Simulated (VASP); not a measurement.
# Rh (Fm-3m) in VASP: a series of runs

Runs on Rh. Level: r2SCAN. Tasks: single point.

All numbers are computed with VASP 6.6.1; they aren't measurements. Logs are shortened: lines on timing, memory, paths and dates and some standing lists are left out, and cuts for length are marked.

### 1 The cell of the first run

It takes space group Fm-3m (No. 225, cubic). Conventional cell: a = 3.803 Å, b = 3.803 Å, c = 3.803 Å, α = 90.00°, β = 90.00°, γ = 90.00°. Rh (site symmetry m-3m) has 12 Rh at 2.69 Å within 3.5 Å.

### 2 Single point, r2SCAN

Input file POSCAR:

```
Rh
1.0
    0.0000000000      1.9015500000      1.9015500000
    1.9015500000      0.0000000000      1.9015500000
    1.9015500000      1.9015500000      0.0000000000
Rh
1
Direct
    0.0000000000      0.0000000000      0.0000000000
```

Input file INCAR.step1:

```
PREC = Accurate
ENCUT = 520
ISMEAR = 0
SIGMA = 0.15
LREAL = F
LASPH = T
NELM = 60
NBANDS = 14
GGA = PE
ALGO = Normal
EDIFF = 1E-4
LWAVE = T
LCHARG = F
```

Input file INCAR.step2:

```
PREC = Accurate
ENCUT = 520
EDIFF = 1E-6
ISMEAR = 0
SIGMA = 0.15
LREAL = F
LASPH = T
NELM = 60
ALGO = Normal
ISIF = 2
LWAVE = F
LCHARG = F
METAGGA = R2SCAN
LMIXTAU = T
NBANDS = 14
ISTART = 1
```

Input file KPOINTS:

```
regular mesh
0
Gamma
  8 8 8
```

Potentials or basis: VASP PAW PBE potentials, release 64 (Rh_pv).

On the command line:

```sh
$ cat potpaw_PBE.64/Rh_pv/POTCAR > POTCAR
$ cp INCAR.step1 INCAR
$ mpirun -np 1 vasp_std > vasp.out
$ cp INCAR.step2 INCAR
$ mpirun -np 1 vasp_std > vasp.out
```

OUTCAR:

```text
PREC = Accurate
   ENCUT = 520
   EDIFF = 1E-6
   ISMEAR = 0
   LREAL = F
   LASPH = T
   NELM = 60
   ISIF = 2
   METAGGA = R2SCAN
   ISTART = 1

 ion  position               nearest neighbor table
   1  0.000  0.000  0.000-

  LATTYP: Found a face centered cubic cell.
 ALAT       =     3.8031000000

  Lattice vectors:

 A1 = (   0.0000000000,   1.9015500000,   1.9015500000)
 A2 = (   1.9015500000,   0.0000000000,   1.9015500000)
 A3 = (   1.9015500000,   1.9015500000,   0.0000000000)

Analysis of symmetry for initial positions (statically):
=====================================================================
 Subroutine PRICEL returns:
 Original cell was already a primitive cell.

 Routine SETGRP: Setting up the symmetry group for a
 face centered cubic supercell.

 Subroutine GETGRP returns: Found 48 space group operations
[... 9 lines left out ...]

 Routine SETGRP: Setting up the symmetry group for a
 face centered cubic supercell.

 Subroutine GETGRP returns: Found 48 space group operations
[... 11 lines left out ...]
                                     Primitive cell

  volume of cell :      13.7516

  direct lattice vectors                    reciprocal lattice vectors
     0.000000000  1.901550000  1.901550000    -0.262943388  0.262943388  0.262943388
     1.901550000  0.000000000  1.901550000     0.262943388 -0.262943388  0.262943388
     1.901550000  1.901550000  0.000000000     0.262943388  0.262943388 -0.262943388

  length of vectors
     2.689197800  2.689197800  2.689197800     0.455431308  0.455431308  0.455431308

  position of ions in fractional coordinates (direct lattice)
     0.000000000  0.000000000  0.000000000

  ion indices of the primitive-cell ions
   primitive index   ion index
                 1           1

----------------------------------------------------------------------------------------

 KPOINTS: regular mesh

Automatic generation of k-mesh.
 Grid dimensions read from file:
 generate k-points for:    8    8    8

 Generating k-lattice:

  Cartesian coordinates                     Fractional coordinates (reciprocal lattice)
    -0.032867924  0.032867924  0.032867924     0.125000000  0.000000000  0.000000000
     0.032867924 -0.032867924  0.032867924     0.000000000  0.125000000  0.000000000
     0.032867924  0.032867924 -0.032867924     0.000000000  0.000000000  0.125000000

  Length of vectors
     0.056928914  0.056928914  0.056928914

[... 58 lines left out ...]
   NFREE  =      0    steps in history (QN), initial steepest desc. (CG)
   ISIF   =      2    stress and relaxation
   ISYM   =      2    0-nonsym 1-usesym 2-fastsym
   POTIM  = 0.5000    time-step for ionic-motion
   TEBEG  =    0.0;   TEEND  =   0.0 temperature during run
   PSTRESS=    0.0 pullay stress
   NELECT =      15.0000    total number of electrons
   NUPDOWN=      -1.0000    fix difference up-down
   EMIN   =  10.00;   EMAX   =-10.00  energy-range for DOS
   EFERMI =   0.00;   METHOD = LEGACY
   ISMEAR =     0;   SIGMA  =   0.15  broadening in eV -4-tet -1-fermi 0-gaus
   EFERMI_NEDOS =   21; number of points for ismear=-14 and -15
   IALGO  =     38    algorithm
   IMIX   =      4    mixing-type and parameters
     AMIX     =   0.40;   BMIX     =  1.00
     AMIX_MAG =   1.60;   BMIX_MAG =  1.00
  volume/ion in A,a.u.               =      13.75        92.80
  Fermi-wavevector in a.u.,A,eV,Ry     =   1.685211  3.184586 38.639656  2.839935
  Thomas-Fermi vector in A             =   2.768095
   LORBIT       =      0    0 simple, 1 ext, 2 COOP (PROOUT), +10 PAW based schemes
   METAGGA = R2SCAN    functional components
   LHFCALC =     F    Hartree Fock is set to
   AEXX    =    0.0000 exact exchange contribution
   IVDW    =     0    specifies the selected vdW correction
   LEPSILON=     F    determine dielectric tensor
   LRPA    =     F    only Hartree local field effects (RPA)
 non-spin polarized calculation
 Gauss-broadening in eV      SIGMA  =   0.15
  energy-cutoff  :      520.00
  volume of cell :       13.75
 maximum number of plane-waves:       388
   NGX =  9   NGY =  9   NGZ =  9

 number of electron      15.0000007 magnetization

 Free energy of the ion-electron system (eV)
  ---------------------------------------------------
  ext. energy  EPLUGINS =         0.00000000
  ---------------------------------------------------
  free energy    TOTEN  =       -24.11853171 eV

  energy without entropy =      -24.09896160  energy(sigma->0) =      -24.10874666

 E-fermi :  11.7773     XC(G=0): -15.1921

 val. band max:       11.7543387685   @ k =  -0.3750   0.2500   0.0000
 cond. band min:      11.8269639879   @ k =   0.3750   0.0000   0.0000
 fundamental gap:      0.0726252194
 Fermi energy:        11.7772579649

 k-point     1 :       0.0000    0.0000    0.0000
  band No.  band energies     occupation
      1     -36.0215      2.00000
      2     -36.0215      2.00000
      3     -36.0215      2.00000
      4       3.5593      2.00000
      5       8.5828      2.00000
      6       8.5828      2.00000
      7       8.5828      2.00000
      8      10.6800      2.00000
      9      10.6800      2.00000
     10      28.4337      0.00000
     11      29.1984      0.00000
     12      34.1930      0.00000
     13      34.1931      0.00000
     14      34.1931      0.00000
[... 377 lines left out ...]
      1     -36.7018      2.00000
      2     -36.3368      2.00000
      3     -36.1962      2.00000
      4       6.5783      2.00000
      5       7.4452      2.00000
      6       9.0274      2.00000
      7       9.6525      2.00000
      8      12.1537      0.00039
      9      17.4640      0.00000
     10      20.6320      0.00000
     11      28.5580      0.00000
     12      29.1914      0.00000
     13      29.3722      0.00000
     14      33.9143      0.00000

 [... further k-points ...]

------------------------ aborting loop because EDIFF is reached ----------------------------------------

  FORCE on cell =-STRESS in cart. coord.  units (eV):
  Direction    XX          YY          ZZ          XY          YZ          ZX
  --------------------------------------------------------------------------------------
  -------------------------------------------------------------------------------------
  Total        0.1178919      0.1178919      0.1178919      0.0000000     -0.0000000      0.0000000
  in kB       13.7354056     13.7354056     13.7354056      0.0000000     -0.0000000      0.0000000
  external PRESSURE =      13.7354056 kB  Pullay stress =       0.0000000 kB

 VOLUME and BASIS-vectors are now :
 -----------------------------------------------------------------------------
  energy-cutoff  :      520.00
  volume of cell :       13.75
      direct lattice vectors                 reciprocal lattice vectors
     0.000000000  1.901550000  1.901550000    -0.262943388  0.262943388  0.262943388
     1.901550000  0.000000000  1.901550000     0.262943388 -0.262943388  0.262943388
     1.901550000  1.901550000  0.000000000     0.262943388  0.262943388 -0.262943388

 POSITION                                       TOTAL-FORCE (eV/Angst)
 -----------------------------------------------------------------------------------
      0.00000      0.00000      0.00000        -0.000000      0.000000      0.000000
 -----------------------------------------------------------------------------------
    total drift:                                0.000000      0.000000      0.000000

  FREE ENERGIE OF THE ION-ELECTRON SYSTEM (eV)
  ---------------------------------------------------
  free  energy   TOTEN  =       -24.1185317097 eV

  energy  without entropy=      -24.0989616015  energy(sigma->0) =      -24.10874666
```

OUTCAR.step1:

```text
PREC = Accurate
   ENCUT = 520
   ISMEAR = 0
   LREAL = F
   LASPH = T
[... 623 lines left out ...]

 POSITION                                       TOTAL-FORCE (eV/Angst)
 -----------------------------------------------------------------------------------
      0.00000      0.00000      0.00000         0.000000     -0.000000      0.000000
 -----------------------------------------------------------------------------------
    total drift:                                0.000000      0.000000      0.000000

  FREE ENERGIE OF THE ION-ELECTRON SYSTEM (eV)
  ---------------------------------------------------
  free  energy   TOTEN  =        -7.2315667257 eV

  energy  without entropy=       -7.2093069722  energy(sigma->0) =       -7.22043685
```

OSZICAR.step1:

```text
N       E                     dE             d eps       ncg     rms          rms(c)
DAV:   1     0.116242563909E+03    0.11624E+03   -0.88085E+03   820   0.114E+03
DAV:   2    -0.624584208514E+01   -0.12249E+03   -0.11737E+03   926   0.339E+02
DAV:   3    -0.770538408177E+01   -0.14595E+01   -0.14557E+01   962   0.405E+01
DAV:   4    -0.771091416057E+01   -0.55301E-02   -0.55284E-02   938   0.257E+00
DAV:   5    -0.771096352939E+01   -0.49369E-04   -0.49367E-04   932   0.218E-01    0.102E+01
DAV:   6    -0.724837664025E+01    0.46259E+00   -0.88465E-01   830   0.124E+01    0.366E+00
DAV:   7    -0.723489461264E+01    0.13482E-01   -0.12128E-02   950   0.133E+00    0.179E+00
DAV:   8    -0.723162263365E+01    0.32720E-02   -0.20700E-03   842   0.618E-01    0.146E-01
DAV:   9    -0.723156672567E+01    0.55908E-04   -0.35228E-05   484   0.801E-02
   1 F= -.72315667E+01 E0= -.72204368E+01  d E =-.222598E-01
```

It took 9.5 s on 1 thread of Intel Xeon 6975P-C (Granite Rapids), shared host; peak memory 0.13 GiB.

What came out:

```
Free energy : -24.1185 eV
Pressure    : 1.4 GPa
```

Levels at points of the mesh, in eV from the Fermi level:
| k point | band 5 | band 6 | band 7 | band 8 | band 9 | band 10 |
| --- | --- | --- | --- | --- | --- | --- |
| (0.00, 0.00, 0.00) | -3.19 | -3.19 | -3.19 | -1.10 | -1.10 | 16.66 |
| (0.50, 0.00, 0.00) | -3.31 | -3.31 | 0.57 | 0.57 | 0.87 | 9.05 |
| (0.50, 0.50, 0.00) | -6.20 | 0.49 | 1.03 | 1.03 | 3.44 | 12.84 |

Caveat: the PAW data sets were made with another functional, which shifts forces and pressure a little.

(Continued in part 2 of 2.)
